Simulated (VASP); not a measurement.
CsAs3:

```
Cs As
1.0
     0.00000    3.89133    3.89133
     3.89133    0.00000    3.89133
     3.89133    3.89133    0.00000
Cs As
1 3
Direct
  0.00000 0.00000 0.00000
  0.25000 0.25000 0.25000
  0.75000 0.75000 0.75000
  0.50000 0.50000 0.50000
```

The cell was generated, and may not be a known phase.

| Property | Result |
| --- | --- |
| Program | VASP 6.6.1 |
| Task | relaxation of cell and atoms |
| Functional | PBE |
| Potentials or basis | VASP PAW PBE potentials, release 64 (Cs_sv, As) |
| Cutoff | 600 eV |
| k mesh | 10 × 10 × 10 |
| Occupations | gaussian, width 0.1 eV |
| Spin | no spin polarisation |

At the start: pressure -3.1 GPa; volume 29.46 Å³/atom.

Question: Where does the relaxation end?

Answer: Over 3 steps the energy falls by 32.2 meV/atom and the volume is 26.49 Å³/atom (-10.1 %); space group Fm-3m (No. 225, to 0.1 Å) before and after.

Step by step:
```tsv
step	energy change (eV)	largest force (eV/Å)	pressure (GPa)	volume (Å³)
1	0.0000	0.0000	-3.13	117.85
2	-0.1228	0.0000	-0.80	108.30
3	-0.1287	0.0000	-0.01	105.97
```

Final structure:
```
Cs As
1.0
     0.00000    3.75593    3.75593
     3.75593    0.00000    3.75593
     3.75593    3.75593    0.00000
Cs As
1 3
Direct
  0.00000 0.00000 0.00000
  0.25000 0.25000 0.25000
  0.75000 0.75000 0.75000
  0.50000 0.50000 0.50000
```
